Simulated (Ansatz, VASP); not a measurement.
# CuSb2: VASP beside Ansatz

The input INCAR:

```
ALGO = Normal ; EDIFF = 1E-7
ENCUT = 520 ; GGA = PE
ISIF = 2 ; ISMEAR = 0
LASPH = True ; LCHARG = True
LELF = True ; LREAL = False
LVHAR = True ; LWAVE = False
NBANDS = 18 ; NELM = 100
PREC = Accurate ; SIGMA = 0.05
```

KPOINTS

```
k-points
0
Gamma
  10 10 8
```

The input POSCAR:

```
CuSb2
1.0
    4.0319689635      0.0000000000      0.0000000000
   -2.0159844818      3.4917875497      0.0000000000
    0.0000000000      0.0000000000      4.8613724698
Cu Sb
1 2
Direct
    0.0000000000      0.0000000000      0.0000000000
    0.3333333333      0.6666666667      0.2588614725
    0.6666666667      0.3333333333      0.7411385275
```

Input for Ansatz:

```yaml
crystal:
  lattice:
    - [4.0319689635, 0.0, 0.0]
    - [-2.0159844818, 3.4917875497, 0.0]
    - [0.0, 0.0, 4.8613724698]
  atoms:
    - { symbol: Cu, position: [0.0, 0.0, 0.0] }
    - { symbol: Sb, position: [0.3333333333, 0.6666666667, 0.2588614725] }
    - { symbol: Sb, position: [0.6666666667, 0.3333333333, 0.7411385275] }
basis:
  ecutwfc: 420
  ecutrho_ratio: 4
kpoints:
  mp_grid: { grid: [10, 10, 8] }
hamiltonian:
  xc: pbe
scf:
  occupations: { method: gaussian, width: 0.05 }
output:
  forces: true
  stress: true
  eigenvalues: true
```

Change from the starting cell: strain e3 = -0.02, atoms carried along.

Alike in both runs: task single point; functional PBE; k mesh 10 × 10 × 8; occupations gaussian, width 0.05 eV; no spin polarisation.

|  | VASP | Ansatz |
| --- | --- | --- |
| version | VASP 6.6.1 | Ansatz 0.2.0 |
| potentials or method | VASP PAW PBE potentials, release 64 (Cu, Sb), cutoff 520 eV | scalar-relativistic, plane waves, PAW |
| valence electrons in the cell | 21 | 49 |

Ansatz gave:

| Property | Result |
| --- | --- |
| gap on the k mesh at the Fermi level (eV) | none |
| pressure (GPa) | 1.4 |
| traceless stress, the component that is largest in VASP (GPa) | 0.55 |
| rms of the force components (eV/Å) | 0.037 |

Which values does VASP return?

gap on the k mesh at the Fermi level (eV): none; pressure (GPa): 1.4; traceless stress, the component that is largest in VASP (GPa): 0.48; rms of the force components (eV/Å): 0.050.

Atom by atom the forces differ by 0.013 eV/Å (rms over components). A gap of «none» marks a metal or a gap that the smearing closes. The functional is the same, so the differences come from potentials, cutoffs and numerics. VASP's potentials hold 21 valence electrons a cell and Ansatz's 49, so a difference there can come from the potentials and not from the codes.

Spin-orbit coupling is off throughout.
